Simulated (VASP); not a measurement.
Wanted: the native input for a VASP 6.6.1 run.

```yaml
Task: single point
Functional: PBE
Potentials_or_basis: VASP PAW PBE potentials, release 64 (W_sv, Au, N)
Cutoff: 600 eV
k_mesh: 3 × 3 × 3
Occupations: gaussian, width 0.15 eV
Spin: no spin polarisation
Dipole_correction: no
Further_INCAR_settings: ALGO = Normal; EDIFF = 1e-06; NBANDS = 36
```

The structure of W2AuN3 lies in POSCAR:

```
W2AuN3
1.0
    2.6396275428      1.5239896724      3.0906541434
   -2.6396275428      1.5239896724      3.0906541434
    0.0000000000     -3.0479793448      3.0906541434
W Au N
2 1 3
Direct
    0.1849147061      0.1849147061      0.1849147061
    0.8150852939      0.8150852939      0.8150852939
    0.5000000000      0.5000000000      0.5000000000
    0.5000000000      0.5000000000      0.0000000000
    0.0000000000      0.5000000000      0.5000000000
    0.5000000000      0.0000000000      0.5000000000
```

One way to write it, as run:

INCAR

```
SYSTEM = W2AuN3
  ALGO = Normal
  EDIFF = 1E-6
  ENCUT = 600
  GGA = PE
  GGA_COMPAT = .FALSE.
  ISIF = 2
  ISMEAR = 0
  LASPH = .TRUE.
  LCHARG = .FALSE.
  LREAL = .FALSE.
  LWAVE = .FALSE.
  NBANDS = 36
  NELM = 120
  PREC = Accurate
  SIGMA = 0.15
```

KPOINTS

```
k-points
0
G
  3 3 3
  0 0 0
```

Potentials or basis: VASP PAW PBE potentials, release 64 (W_sv, Au, N).

Command:

```sh
$ cat potpaw_PBE.64/W_sv/POTCAR potpaw_PBE.64/Au/POTCAR potpaw_PBE.64/N/POTCAR > POTCAR
$ mpirun -np 1 vasp_std > vasp.out
```

Results of the run:

| Property | Result |
| --- | --- |
| Pressure | 0.3 GPa |
| Largest force | 0.082 eV/Å |
| Band gap on the k mesh | zero (band 27 reaches 9.77 eV, above the bottom of band 28 at 8.09 eV) |

Caveat: the k points lie up to 0.51 Å⁻¹ apart; spin-orbit coupling is left out, which moves the levels of the heavy elements.

Wall time 58 s on 1 thread of Intel Xeon 8259CL, on a shared host, peak memory 0.21 GiB.
